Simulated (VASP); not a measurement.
# CdSe (F-43m) in VASP: notebook

Aim: see how the results for CdSe move with the level of theory and the settings. Levels: r2SCAN, revPBE+D3(BJ), PBE+D3(BJ), revPBE. Tasks: single point, relaxation of cell and atoms.

Everything below comes from runs of VASP 6.6.1. Logs are shortened: lines on timing, memory, paths and dates and some standing lists are left out, and cuts for length are marked.

**1. The cell of the first run**

Symmetry: F-43m, No. 216, cubic system. The conventional cell has a = 6.141 Å, b = 6.141 Å, c = 6.141 Å, α = 90.00°, β = 90.00°, γ = 90.00°. Within 3.5 Å of Cd (site symmetry -43m) lie 4 Se at 2.66 Å. Se (site symmetry -43m) has 4 Cd at 2.66 Å within 3.5 Å.

**2. Single point, r2SCAN**

POSCAR reads:

```
CdSe
1.0
    4.3420191692      0.0000000000      0.0000000000
    2.1710095846      3.7602989042      0.0000000000
    2.1710095846      1.2534329681      3.5452438060
Cd Se
1 1
Direct
    0.0000000000      0.0000000000      0.0000000000
    0.2500000000      0.2500000000      0.2500000000
```

INCAR.step1 reads:

```
PREC = Accurate ; ENCUT = 520
ISMEAR = 0 ; SIGMA = 0.01
LREAL = F ; LASPH = T
NELM = 60 ; NBANDS = 16
GGA = PE ; ALGO = Normal
EDIFF = 1E-4 ; LWAVE = T
LCHARG = F
```

INCAR.step2 reads:

```
PREC = Accurate ; ENCUT = 520
EDIFF = 1E-6 ; ISMEAR = 0
SIGMA = 0.01 ; LREAL = F
LASPH = T ; NELM = 60
ALGO = Normal ; ISIF = 2
LWAVE = F ; LCHARG = F
METAGGA = R2SCAN ; LMIXTAU = T
NBANDS = 16 ; ISTART = 1
```

KPOINTS reads:

```
regular mesh
0
Gamma
  8 8 8
```

Potentials or basis: VASP PAW PBE potentials, release 64 (Cd, Se).

On the command line:

```sh
cat potpaw_PBE.64/Cd/POTCAR potpaw_PBE.64/Se/POTCAR > POTCAR
cp INCAR.step1 INCAR
mpirun -np 1 vasp_std > vasp.out
cp INCAR.step2 INCAR
mpirun -np 1 vasp_std > vasp.out
```

OUTCAR:

```text
PREC = Accurate
   ENCUT = 520
   EDIFF = 1E-6
   ISMEAR = 0
   LREAL = F
   LASPH = T
   NELM = 60
   ISIF = 2
   METAGGA = R2SCAN
   ISTART = 1

 ion  position               nearest neighbor table
   1  0.000  0.000  0.000-   2 2.66   2 2.66   2 2.66   2 2.66
   2  0.250  0.250  0.250-   1 2.66   1 2.66   1 2.66   1 2.66

  LATTYP: Found a face centered cubic cell.
 ALAT       =     6.1405423971

  Lattice vectors:

 A1 = (   4.3420191692,   0.0000000000,   0.0000000000)
 A2 = (   2.1710095846,   3.7602989042,   0.0000000000)
 A3 = (   2.1710095846,   1.2534329681,   3.5452438060)

Analysis of symmetry for initial positions (statically):
=====================================================================
 Subroutine PRICEL returns:
 Original cell was already a primitive cell.

 Routine SETGRP: Setting up the symmetry group for a
 face centered cubic supercell.

 Subroutine GETGRP returns: Found 24 space group operations
 (whereof 24 operations were pure point group operations)
 out of a pool of 48 trial point group operations.

The static configuration has the point symmetry T_d .

Analysis of symmetry for dynamics (positions and initial velocities):
=====================================================================
 Subroutine PRICEL returns:
 Original cell was already a primitive cell.

 Routine SETGRP: Setting up the symmetry group for a
 face centered cubic supercell.

 Subroutine GETGRP returns: Found 24 space group operations
 (whereof 24 operations were pure point group operations)
 out of a pool of 48 trial point group operations.

The dynamic configuration has the point symmetry T_d .

 Subroutine INISYM returns: Found 24 space group operations
 (whereof 24 operations are pure point group operations),
 and found     1 'primitive' translations

----------------------------------------------------------------------------------------

                                     Primitive cell

  volume of cell :      57.8842

  direct lattice vectors                    reciprocal lattice vectors
     4.342019169  0.000000000  0.000000000     0.230307597 -0.132968153 -0.094022683
     2.171009585  3.760298904  0.000000000     0.000000000  0.265936306 -0.094022683
     2.171009585  1.253432968  3.545243806     0.000000000  0.000000000  0.282068048

  length of vectors
     4.342019169  4.342019169  4.342019169     0.282068048  0.282068048  0.282068048

  position of ions in fractional coordinates (direct lattice)
     0.000000000  0.000000000  0.000000000
     0.250000000  0.250000000  0.250000000

  ion indices of the primitive-cell ions
   primitive index   ion index
                 1           1
                 2           2

----------------------------------------------------------------------------------------

 KPOINTS: regular mesh

Automatic generation of k-mesh.
 Grid dimensions read from file:
 generate k-points for:    8    8    8

 Generating k-lattice:

  Cartesian coordinates                     Fractional coordinates (reciprocal lattice)
     0.028788450 -0.016621019 -0.011752835     0.125000000 -0.000000000  0.000000000
     0.000000000  0.033242038 -0.011752835     0.000000000  0.125000000  0.000000000
     0.000000000  0.000000000  0.035258506     0.000000000  0.000000000  0.125000000

  Length of vectors
     0.035258506  0.035258506  0.035258506

  Shift w.r.t. Gamma in fractional coordinates (k-lattice)
     0.000000000  0.000000000  0.000000000

 Subroutine IBZKPT returns following result:
 ===========================================

 Found     29 irreducible k-points:

 Following reciprocal coordinates:
            Coordinates               Weight
  0.000000  0.000000  0.000000      1.000000
  0.125000  0.000000 -0.000000      8.000000
  0.250000  0.000000 -0.000000      8.000000
  0.375000  0.000000  0.000000      8.000000
  0.500000  0.000000 -0.000000      4.000000
  0.125000  0.125000  0.000000      6.000000
[... 16 lines left out ...]
  0.500000  0.250000  0.125000     48.000000
 -0.375000  0.250000  0.125000     24.000000
 [... further k-points ...]
   k-points           NKPTS =     29   k-points in BZ     NKDIM =     29   number of bands    NBANDS=     16
   number of dos      NEDOS =    301   number of ions     NIONS =      2
   total plane-waves  NPLWV =  32768
   dimension x,y,z NGX =    32 NGY =   32 NGZ =   32
   dimension x,y,z NGXF=    64 NGYF=   64 NGZF=   64
   ions per type =               1   1
   NGX,Y,Z   is equivalent  to a cutoff of  12.25, 12.25, 12.25 a.u.
   NGXF,Y,Z  is equivalent  to a cutoff of  24.50, 24.50, 24.50 a.u.
 SYSTEM =  unknown system
   PREC   = accura    normal or accurate (medium, high low for compatibility)
   ISTART =      1    job   : 0-new  1-cont  2-samecut
   ICHARG =      0    charge: 1-file 2-atom 10-const
   ISPIN  =      1    spin polarized calculation?
   LNONCOLLINEAR =      F non collinear calculations
   LSORBIT =      F    spin-orbit coupling
   LASPH  =      T    aspherical Exc in radial PAW
   ENCUT  =  520.0 eV  38.22 Ry    6.18 a.u.   8.07  8.07  8.07*2*pi/ulx,y,z
   NELM   =     60;   NELMIN=  2; NELMDL=  0     # of ELM steps
   EDIFF  = 0.1E-05   stopping-criterion for ELM
   LREAL  =      F    real-space projection
   EDIFFG = 0.1E-04   stopping-criterion for IOM
   NSW    =      0    number of steps for IOM
   IBRION =     -1    ionic relax: 0-MD 1-quasi-New 2-CG
   NFREE  =      0    steps in history (QN), initial steepest desc. (CG)
   ISIF   =      2    stress and relaxation
   ISYM   =      2    0-nonsym 1-usesym 2-fastsym
   POTIM  = 0.5000    time-step for ionic-motion
   TEBEG  =    0.0;   TEEND  =   0.0 temperature during run
   PSTRESS=    0.0 pullay stress
   NELECT =      18.0000    total number of electrons
   NUPDOWN=      -1.0000    fix difference up-down
   EMIN   =  10.00;   EMAX   =-10.00  energy-range for DOS
   EFERMI =   0.00;   METHOD = LEGACY
   ISMEAR =     0;   SIGMA  =   0.01  broadening in eV -4-tet -1-fermi 0-gaus
   EFERMI_NEDOS =   21; number of points for ismear=-14 and -15
   IALGO  =     38    algorithm
   IMIX   =      4    mixing-type and parameters
     AMIX     =   0.40;   BMIX     =  1.00
     AMIX_MAG =   1.60;   BMIX_MAG =  1.00
  volume/ion in A,a.u.               =      28.94       195.31
  Fermi-wavevector in a.u.,A,eV,Ry     =   1.109121  2.095935 16.737199  1.230149
  Thomas-Fermi vector in A             =   2.245657
   LORBIT       =      0    0 simple, 1 ext, 2 COOP (PROOUT), +10 PAW based schemes
   METAGGA = R2SCAN    functional components
   LHFCALC =     F    Hartree Fock is set to
   AEXX    =    0.0000 exact exchange contribution
   IVDW    =     0    specifies the selected vdW correction
   LEPSILON=     F    determine dielectric tensor
   LRPA    =     F    only Hartree local field effects (RPA)
 non-spin polarized calculation
 Gauss-broadening in eV      SIGMA  =   0.01
  energy-cutoff  :      520.00
  volume of cell :       57.88
 maximum number of plane-waves:      1588
   NGX = 17   NGY = 17   NGZ = 17

 number of electron      18.0000008 magnetization

 Free energy of the ion-electron system (eV)
  ---------------------------------------------------
  ext. energy  EPLUGINS =         0.00000000
  ---------------------------------------------------
  free energy    TOTEN  =       -35.91593280 eV

  energy without entropy =      -35.91593280  energy(sigma->0) =      -35.91593280

 E-fermi :   0.4619     XC(G=0):  -9.2915

 val. band max:        0.4194372810   @ k =   0.0000   0.0000   0.0000
 cond. band min:       1.4412493385   @ k =   0.0000   0.0000   0.0000
 fundamental gap:      1.0218120575
 Fermi energy:         0.4619425949

 k-point     1 :       0.0000    0.0000    0.0000
  band No.  band energies     occupation
      1     -12.4384      2.00000
      2      -7.6557      2.00000
      3      -7.6557      2.00000
      4      -7.6557      2.00000
      5      -7.2857      2.00000
      6      -7.2857      2.00000
[... 8 lines left out ...]
     15      12.0054      0.00000
     16      12.0054      0.00000

 k-point     2 :       0.1250    0.0000   -0.0000
  band No.  band energies     occupation
      1     -12.3872      2.00000
      2      -7.6390      2.00000
      3      -7.6390      2.00000
      4      -7.6055      2.00000
      5      -7.2864      2.00000
      6      -7.2864      2.00000
[... 8 lines left out ...]
     15      11.2178      0.00000
     16      11.3605      0.00000

 k-point     3 :       0.2500    0.0000   -0.0000
  band No.  band energies     occupation
      1     -12.2621      2.00000
      2      -7.6022      2.00000
      3      -7.6022      2.00000
      4      -7.4398      2.00000
      5      -7.2834      2.00000
      6      -7.2834      2.00000
[... 8 lines left out ...]
     15      10.9779      0.00000
     16      10.9779      0.00000

 k-point     4 :       0.3750    0.0000    0.0000
  band No.  band energies     occupation
      1     -12.1357      2.00000
      2      -7.5723      2.00000
      3      -7.5723      2.00000
      4      -7.2717      2.00000
      5      -7.2717      2.00000
      6      -7.1710      2.00000
[... 8 lines left out ...]
     15      11.9054      0.00000
     16      11.9054      0.00000
[... 324 lines left out ...]
 k-point    22 :       0.3750    0.2500    0.1250
  band No.  band energies     occupation
      1     -12.1696      2.00000
      2      -7.5613      2.00000
      3      -7.5419      2.00000
      4      -7.3873      2.00000
      5      -7.2759      2.00000
      6      -7.2406      2.00000
[... 8 lines left out ...]
     15      12.4839      0.00000
     16      13.6134      0.00000

 k-point    23 :       0.5000    0.2500    0.1250
  band No.  band energies     occupation
      1     -12.0693      2.00000
      2      -7.5316      2.00000
      3      -7.5157      2.00000
      4      -7.3269      2.00000
      5      -7.2646      2.00000
      6      -7.0542      2.00000
[... 8 lines left out ...]
     15      12.8641      0.00000
     16      13.5140      0.00000

 k-point    24 :      -0.3750    0.2500    0.1250
  band No.  band energies     occupation
      1     -12.0279      2.00000
      2      -7.5251      2.00000
      3      -7.5042      2.00000
      4      -7.3032      2.00000
      5      -7.2700      2.00000
      6      -6.9201      2.00000
[... 8 lines left out ...]
     15      12.5938      0.00000
     16      13.5936      0.00000

 [... further k-points ...]
[... 5 lines left out ...]
  --------------------------------------------------------------------------------------
  -------------------------------------------------------------------------------------
  Total        0.0216190      0.0216190      0.0216190     -0.0000000      0.0000000     -0.0000000
  in kB        0.5983919      0.5983919      0.5983919     -0.0000000      0.0000000     -0.0000000
  external PRESSURE =       0.5983919 kB  Pullay stress =       0.0000000 kB

 VOLUME and BASIS-vectors are now :
 -----------------------------------------------------------------------------
  energy-cutoff  :      520.00
  volume of cell :       57.88
      direct lattice vectors                 reciprocal lattice vectors
     4.342019169  0.000000000  0.000000000     0.230307597 -0.132968153 -0.094022683
     2.171009585  3.760298904  0.000000000     0.000000000  0.265936306 -0.094022683
     2.171009585  1.253432968  3.545243806     0.000000000  0.000000000  0.282068048

 POSITION                                       TOTAL-FORCE (eV/Angst)
 -----------------------------------------------------------------------------------
      0.00000      0.00000      0.00000        -0.000000     -0.000000      0.000000
      2.17101      1.25343      0.88631         0.000000      0.000000     -0.000000
 -----------------------------------------------------------------------------------
    total drift:                               -0.000005     -0.000003     -0.000002

  FREE ENERGIE OF THE ION-ELECTRON SYSTEM (eV)
  ---------------------------------------------------
  free  energy   TOTEN  =       -35.9159327972 eV

  energy  without entropy=      -35.9159327972  energy(sigma->0) =      -35.91593280
```

Wall time 2.3 min (1 thread of AMD EPYC 7R43 (Zen 3), shared host); peak memory 0.16 GiB.

What came out:

```yaml
Free_energy: -35.9159 eV
Pressure: 0.1 GPa
Band_gap_on_the_k_mesh: 1.02 eV, direct
```

Levels at points of the mesh, in eV from the valence-band top:
```csv
k point,band 6,band 7,band 8,band 9,band 10,band 11,band 12,band 13
"(0.00, 0.00, 0.00)",-7.71,0.00,0.00,0.00,1.02,6.47,6.47,6.47
"(0.50, 0.00, 0.00)",-7.42,-4.26,-0.72,-0.72,2.82,6.92,6.92,7.73
"(0.50, 0.50, 0.00)",-7.36,-3.95,-1.79,-1.79,3.51,4.13,9.55,10.79
```

Caveat: the PAW data sets were made with another functional, which shifts forces and pressure a little. r2SCAN opens gaps a little over a GGA but as a rule still falls short of measured ones.

**3. Single point, revPBE+D3(BJ)**

This run uses another cell than the first one, of 28.23 Å³/atom, 0.975 times its volume.

INCAR reads:

```
SYSTEM = CdSe
PREC = Accurate
ENCUT = 520
EDIFF = 1E-6
ISMEAR = -1
SIGMA = 0.05
LREAL = .False.
LASPH = .True.
NELM = 80
ALGO = Normal
ISIF = 2
LWAVE = .False.
LCHARG = .False.
GGA = RE
IVDW = 12
NBANDS = 16
```

KPOINTS reads:

```
regular mesh
0
Gamma
  8 8 8
  0 0 0
```

POSCAR reads:

```
CdSe
1.0
    0.0000000000      3.0448462280      3.0448462280
    3.0448462280      0.0000000000      3.0448462280
    3.0448462280      3.0448462280      0.0000000000
Cd Se
1 1
Direct
    0.0000000000      0.0000000000      0.0000000000
    0.2500000000      0.2500000000      0.2500000000
```

Potentials or basis: VASP PAW PBE potentials, release 64 (Cd, Se).

On the command line:

```sh
cat potpaw_PBE.64/Cd/POTCAR potpaw_PBE.64/Se/POTCAR > POTCAR
mpirun -np 1 vasp_std > vasp.out
```

It took 32 s on 1 thread of Intel Xeon Platinum 8259CL at 2.50GHz (Skylake/Cascade Lake), shared host; peak memory 0.19 GiB.

Results (log left out):

```yaml
Free_energy: -6.0997 eV
Pressure: 0.3 GPa
Band_gap_on_the_k_mesh: 0.73 eV, direct
Dispersion_energy_per_atom: -0.609 eV
```

Levels at points of the mesh, in eV from the valence-band top:
```tsv
k point	band 5	band 6	band 7	band 8	band 9	band 10	band 11	band 12	band 13	band 14
(0.00, 0.00, 0.00)	-7.56	-7.56	0.00	0.00	0.00	0.73	5.99	5.99	5.99	9.97
(0.50, 0.00, 0.00)	-7.53	-7.26	-4.32	-0.74	-0.74	2.49	6.51	6.51	7.57	10.22
(0.50, 0.50, 0.00)	-7.50	-7.19	-4.03	-1.82	-1.82	3.28	3.83	9.25	10.28	10.28
```

Caveat: the PAW data sets were made with another functional, which shifts forces and pressure a little.

**4. Single point, PBE+D3(BJ)**

This run uses another cell than the first one, of 28.55 Å³/atom, 0.986 times its volume.

INCAR reads:

```
PREC     = Accurate       # precision mode
ENCUT    = 520            # plane-wave cutoff, eV
EDIFF    = 1E-7           # SCF threshold, eV
ISMEAR   = -1             # smearing method
SIGMA    = 0.05           # smearing width, eV
LREAL    = F              # projectors in reciprocal space
LASPH    = T              # aspherical terms in the spheres
NELM     = 80             # most SCF steps
ALGO     = Normal         # electronic algorithm
ISIF     = 2              # what is computed and relaxed
LWAVE    = F              # write WAVECAR
LCHARG   = F              # write CHGCAR
GGA      = PE             # functional
IVDW     = 12             # dispersion correction
NBANDS   = 16             # bands
```

KPOINTS reads:

```
Automatic mesh
0
Gamma
  8 8 8
```

POSCAR reads:

```
CdSe
1.0
    0.0000000000      3.0562478098      3.0562478098
    3.0562478098      0.0000000000      3.0562478098
    3.0562478098      3.0562478098      0.0000000000
Cd Se
1 1
Direct
    0.0000000000      0.0000000000      0.0000000000
    0.2500000000      0.2500000000      0.2500000000
```

On the command line:

```sh
cat potpaw_PBE.64/Cd/POTCAR potpaw_PBE.64/Se/POTCAR > POTCAR
mpirun -np 1 vasp_std > vasp.out
```

It took 31 s on 1 thread of Intel Xeon Platinum 8259CL at 2.50GHz (Skylake/Cascade Lake), shared host; peak memory 0.19 GiB.

Results (log left out):

```yaml
Free_energy: -6.1077 eV
Pressure: 0.3 GPa
Band_gap_on_the_k_mesh: 0.58 eV, direct
Dispersion_energy_per_atom: -0.313 eV
```

Levels at points of the mesh, in eV from the valence-band top:
```
           k point  band 7  band 8  band 9  band 10  band 11  band 12
(0.00, 0.00, 0.00)    0.00    0.00    0.00     0.58     5.93     5.93
(0.50, 0.00, 0.00)   -4.30   -0.73   -0.73     2.38     6.44     6.44
(0.50, 0.50, 0.00)   -4.01   -1.80   -1.80     3.17     3.74     9.05
```

PBE gaps usually lie below the measured ones, often by a third to a half.

[end of part 1 of 2]
